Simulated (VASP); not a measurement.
Runs of VASP 6.6.1 on Al. The structure is that of space group I4/mmm (No. 139), or close to it. The cells are those of the table. 

| cell | gap on the mesh (eV) | pressure (GPa) |
| --- | --- | --- |
| a = 2.792, b = 2.792, c = 2.862 Å, angles 59.2, 59.2, 61.7°, 1 atom | none | 2.6 |
| a = 2.866, b = 2.866, c = 2.719 Å, angles 61.7, 61.7, 56.6°, 1 atom | none | (a) |
| a = 2.866, b = 2.866, c = 3.005 Å, angles 58.4, 58.4, 63.2°, 1 atom | none | -4.4 |
| a = 2.829, b = 2.829, c = 2.934 Å, angles 58.8, 58.8, 62.5°, 1 atom | none | -1.4 |

Alike in all rows: task single point; level PBEsol; potentials or basis VASP PAW PBE potentials, release 64 (Al); no spin polarisation; k mesh 20 × 20 × 20; cutoff (eV) 520; smearing gaussian 0.15 eV.

**Question.** Estimate the missing entries.

**Answer.** (a) 3.5.

Caveats: the PAW data sets were made with another functional, which shifts forces and pressure a little.

A gap of «none» marks levels without a gap at the run's occupations.
